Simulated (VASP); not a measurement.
Sb:

```
CELL_PARAMETERS angstrom
0.00000 2.37124 2.37124
2.37124 0.00000 2.37124
2.37124 2.37124 0.00000
ATOMIC_POSITIONS crystal
Sb 0.00000 0.00000 0.00000
```

| Property | Result |
| --- | --- |
| Program | VASP 6.6.1 |
| Task | relaxation of cell and atoms |
| Functional | PBE0 |
| Potentials or basis | VASP PAW PBE potentials, release 64 (Sb) |
| Cutoff | 600 eV |
| k mesh | 5 × 5 × 5 |
| Occupations | fermi-dirac, width 0.05 eV |
| Spin | no spin polarisation |

At the start: pressure -1.5 GPa; volume 26.67 Å³/atom.

How do energy, volume and symmetry change on relaxing?

Over 3 steps the energy falls by 2.6 meV/atom and the volume is 26.11 Å³/atom (-2.1 %); space group Fm-3m (No. 225, to 0.05 Å).

Step by step:
```
step  energy change (eV)  largest force (eV/Å)  pressure (GPa)  volume (Å³)
   1              0.0000                0.0000           -1.47        26.67
   2             -0.0013                0.0000            1.10        25.73
   3             -0.0026                0.0000            0.01        26.11
```

Final structure:
```
CELL_PARAMETERS angstrom
0.00000 2.35470 2.35470
2.35470 0.00000 2.35470
2.35470 2.35470 0.00000
ATOMIC_POSITIONS crystal
Sb 0.00000 0.00000 0.00000
```

Caveat: the k points lie up to 0.46 Å⁻¹ apart in the final cell; the PAW data sets were made with another functional, which shifts forces and pressure a little.
